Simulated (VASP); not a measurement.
Wanted: the native input for a VASP 6.6.1 run.

```
Task                   : relaxation of cell and atoms
Functional             : RPBE
Dispersion             : D3(BJ)
Potentials or basis    : VASP PAW PBE potentials, release 64 (Co, O)
Cutoff                 : 600 eV
k mesh                 : 11 × 11 × 11
Occupations            : fermi-dirac, width 0.05 eV
Spin                   : collinear spin, ferromagnetic start
Starting moments       : [2.0, 0.0] μB
Dipole correction      : no
Further INCAR settings : ALGO = Normal; EDIFF = 1e-06; IBRION = 2; EDIFFG = -0.01; NSW = 60; ISIF = 3
```

The structure of CoO lies in POSCAR:

```
CoO
1.0
    0.0000000000      2.1315000000      2.1315000000
    2.1315000000      0.0000000000      2.1315000000
    2.1315000000      2.1315000000      0.0000000000
Co O
1 1
Direct
    0.0000000000      0.0000000000      0.0000000000
    0.5000000000      0.5000000000      0.5000000000
```

The input as run:

INCAR

```
PREC = Accurate
ENCUT = 600
EDIFF = 1E-6
ISMEAR = -1
SIGMA = 0.05
LREAL = F
LASPH = T
NELM = 150
ALGO = Normal
ISIF = 3
LWAVE = F
LCHARG = F
ISPIN = 2
MAGMOM = 2 0
LORBIT = 11
LMAXMIX = 4
GGA = RP
IVDW = 12
IBRION = 2
NSW = 60
EDIFFG = -0.01
```

KPOINTS

```
Automatic mesh
0
Gamma
  11 11 11
```

Potentials or basis: VASP PAW PBE potentials, release 64 (Co, O).

The run is started by

```sh
$ cat potpaw_PBE.64/Co/POTCAR potpaw_PBE.64/O/POTCAR > POTCAR
$ mpirun -np 1 vasp_std > vasp.out
```

It gave:

- Relaxed volume: 8.77 Å³/atom
- Relaxed cell: a = 2.916 Å, b = 2.916 Å, c = 2.916 Å, α = 60.00°, β = 60.00°, γ = 60.00°
- Space group after relaxing (to 0.05 Å): Fm-3m (No. 225)
- Energy gained by relaxing: -129.9 meV/atom
- Ionic steps: 7
- Pressure after relaxing: -0.1 GPa
- Net moment: 2.44 μB per cell
- Site moments: Co +2.22; O +0.19 μB
- Valence electrons inside the program's atomic spheres: Co 7.99; O 5.03
- Dispersion energy per atom: -1.056 eV

Caveat: the PAW data sets were made with another functional, which shifts forces and pressure a little; a cell with one magnetic atom can't hold antiferromagnetic order, which such compounds often take; pairwise dispersion overbinds metals, which lowers pressure and volume.

It took 2.1 min on 1 thread of Intel(R) Xeon(R) Platinum 8259CL CPU @ 2.50GHz (Skylake/Cascade Lake), with other jobs on the host, peak memory 0.18 GiB.
